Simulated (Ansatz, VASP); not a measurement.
# Re: VASP beside Ansatz

Contents of INCAR:

```
PREC = Accurate
ENCUT = 520
EDIFF = 1E-6
ISMEAR = 0
SIGMA = 0.15
LREAL = F
LASPH = T
NELM = 100
ALGO = Normal
ISIF = 2
LWAVE = F
LCHARG = F
GGA = PE
NBANDS = 10
```

The input KPOINTS:

```
regular mesh
0
Gamma
  10 10 10
```

POSCAR

```
Re
1.0
    0.0000000000      2.2537399107      1.5717582137
    2.2537399107      0.0000000000      1.5717582137
    2.2537399107      2.2537399107      0.0000000000
Re
1
Direct
    0.0000000000      0.0000000000      0.0000000000
```

Input for Ansatz:

```yaml
crystal:
  lattice:
    - [0.0, 2.2537399107, 1.5717582137]
    - [2.2537399107, 0.0, 1.5717582137]
    - [2.2537399107, 2.2537399107, 0.0]
  atoms:
    - { symbol: Re, position: [0.0, 0.0, 0.0] }
basis:
  ecutwfc: 420
kpoints:
  mp_grid: { grid: [10, 10, 10] }
hamiltonian:
  xc: pbe
scf:
  occupations: { method: gaussian, width: 0.15 }
output:
  forces: true
  stress: true
  eigenvalues: true
```

Alike in both runs: task single point; functional PBE; k mesh 10 × 10 × 10; occupations gaussian, width 0.15 eV; no spin polarisation.

|  | VASP | Ansatz |
| --- | --- | --- |
| version | VASP 6.6.1 | Ansatz 0.2.0 |
| potentials or method | VASP PAW PBE potentials, release 64 (Re), cutoff 520 eV | scalar-relativistic, plane waves, PAW |
| valence electrons in the cell | 7 | 15 |

```csv
,VASP,Ansatz,Ansatz less VASP
gap on the k mesh at the Fermi level (eV),none,none,-
pressure (GPa),-18.3,-17.6,+0.70
"traceless stress, the component that is largest in VASP (GPa)",-0.30,-0.24,+0.059
```

A gap of «none» marks a metal or a gap that the smearing closes. VASP's potentials hold 7 valence electrons a cell and Ansatz's 15, so a difference there can come from the potentials and not from the codes.

Spin-orbit coupling is off throughout.
